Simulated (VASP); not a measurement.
Input of a VASP 6.6.1 run:

File INCAR:

```
PREC     = Accurate       # precision mode
ENCUT    = 520            # plane-wave cutoff, eV
EDIFF    = 1E-7           # SCF threshold, eV
ISMEAR   = 0              # smearing method
SIGMA    = 0.15           # smearing width, eV
LREAL    = F              # projectors in reciprocal space
LASPH    = T              # aspherical terms in the spheres
NELM     = 60             # most SCF steps
ALGO     = Fast           # electronic algorithm
ISIF     = 2              # what is computed and relaxed
LWAVE    = F              # write WAVECAR
LCHARG   = F              # write CHGCAR
NBANDS   = 13             # bands
```

Contents of KPOINTS:

```
regular mesh
0
Gamma
  20 20 20
```

Contents of POSCAR:

```
Sn
1.0
   -1.6402120500      1.6867696500      2.2798834500
    1.6402120500     -1.6867696500      2.2798834500
    1.6402120500      1.6867696500     -2.2798834500
Sn
1
Direct
    0.0000000000      0.0000000000      0.0000000000
```

Potentials or basis: VASP PAW LDA potentials, release 64 (Sn_d).

The run is started by

```console
$ cat potpaw_LDA.64/Sn_d/POTCAR > POTCAR
$ mpirun -np 1 vasp_std > vasp.out
```

Estimate the band gap on the k mesh.

zero (bands 7 and 8 overlap by 10.10 eV).

What does it give for the pressure?

1.6 GPa.

Stress tensor (GPa, compression positive):
```
2.17 0.00 0.00
0.00 1.03 0.00
0.00 0.00 1.47
```

Caveat: the cell differs from its parent crystal (strain -0.050 along x and y, -0.025 along z); spin-orbit coupling is left out, which moves the levels of the heavy elements.
